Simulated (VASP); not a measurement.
Write the native input for VASP 6.6.1 that does the following.

* Task: single point
* Functional: r2SCAN
* Potentials or basis: VASP PAW PBE potentials, release 64 (K_sv, Cl)
* Cutoff: 520 eV
* k mesh: 3 × 3 × 3
* Occupations: gaussian, width 0.01 eV
* Spin: no spin polarisation
* Dipole correction: no
* Further INCAR settings: ALGO = Normal; EDIFF = 1e-07; NBANDS = 15

Crystal: KCl.

```
CELL_PARAMETERS angstrom
3.83920 0.00000 0.00000
0.00000 3.83920 0.00000
0.00000 0.00000 3.83920
ATOMIC_POSITIONS crystal
K 0.00000 0.00000 0.00000
Cl 0.50000 0.50000 0.50000
```

These files were run (other wordings do the same):

POSCAR

```
KCl
1.0
    3.8391960000      0.0000000000      0.0000000000
    0.0000000000      3.8391960000      0.0000000000
    0.0000000000      0.0000000000      3.8391960000
K Cl
1 1
Direct
    0.0000000000      0.0000000000      0.0000000000
    0.5000000000      0.5000000000      0.5000000000
```

INCAR.step1

```
SYSTEM = KCl
PREC     = Accurate       ! precision mode
ENCUT    = 520            ! plane-wave cutoff, eV
ISMEAR   = 0              ! smearing method
SIGMA    = 0.01           ! smearing width, eV
LREAL    = .False.        ! projectors in reciprocal space
LASPH    = .True.         ! aspherical terms in the spheres
NELM     = 100            ! most SCF steps
NBANDS   = 15             ! bands
GGA      = PE             ! functional
ALGO     = Normal         ! electronic algorithm
EDIFF    = 1E-4           ! SCF threshold, eV
LWAVE    = .True.         ! write WAVECAR
LCHARG   = .False.        ! write CHGCAR
```

INCAR.step2

```
SYSTEM = KCl
PREC     = Accurate       ! precision mode
ENCUT    = 520            ! plane-wave cutoff, eV
EDIFF    = 1E-7           ! SCF threshold, eV
ISMEAR   = 0              ! smearing method
SIGMA    = 0.01           ! smearing width, eV
LREAL    = .False.        ! projectors in reciprocal space
LASPH    = .True.         ! aspherical terms in the spheres
NELM     = 100            ! most SCF steps
ALGO     = Normal         ! electronic algorithm
ISIF     = 2              ! what is computed and relaxed
LWAVE    = .False.        ! write WAVECAR
LCHARG   = .False.        ! write CHGCAR
METAGGA  = R2SCAN         ! meta-GGA
LMIXTAU  = .True.       
NBANDS   = 15             ! bands
ISTART   = 1
```

KPOINTS

```
regular mesh
0
Gamma
  3 3 3
  0 0 0
```

Potentials or basis: VASP PAW PBE potentials, release 64 (K_sv, Cl).

The run is started by

```bash
$ cat potpaw_PBE.64/K_sv/POTCAR potpaw_PBE.64/Cl/POTCAR > POTCAR
$ cp INCAR.step1 INCAR
$ mpirun -np 1 vasp_std > vasp.out
$ cp INCAR.step2 INCAR
$ mpirun -np 1 vasp_std > vasp.out
```

It gave:

| Item | Value |
| --- | --- |
| Pressure | -1.0 GPa |
| Band gap on the k mesh | 5.64 eV, indirect (least direct gap 5.75 eV) |

Caveat: the k points lie up to 0.55 Å⁻¹ apart; the PAW data sets were made with another functional, which shifts forces and pressure a little.

It took 25 s on 1 thread of Intel Xeon 6975P-C, on a shared host, peak memory 0.17 GiB.
